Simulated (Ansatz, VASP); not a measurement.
**One calculation of Sn, two programs**

```
CELL_PARAMETERS angstrom
4.55816 0.00000 0.00000
0.00000 4.55816 0.00000
0.00000 0.00000 4.55816
ATOMIC_POSITIONS crystal
Sn 0.50000 0.00000 0.00000
Sn 0.00000 0.50000 0.00000
Sn 0.00000 0.00000 0.50000
```

Alike in both runs: functional PBE; k mesh 10 × 10 × 10; occupations gaussian, width 0.1 eV; no spin polarisation.

Ansatz relaxed the structure, and its values are those at the end. VASP's run is a single point on that final structure, the one shown.

```csv
,VASP,Ansatz
version,VASP 6.6.1,Ansatz 0.2.0
potentials or method,"VASP PAW PBE potentials, release 64 (Sn_d), cutoff 520 eV","scalar-relativistic, plane waves, PAW"
valence electrons in the cell,42,42
```

```csv
,VASP,Ansatz,Ansatz less VASP
gap on the k mesh at the Fermi level (eV),none,none,-
pressure (GPa),-0.1,0.0,+0.05
```

A gap of «none» marks a metal or a gap that the smearing closes.
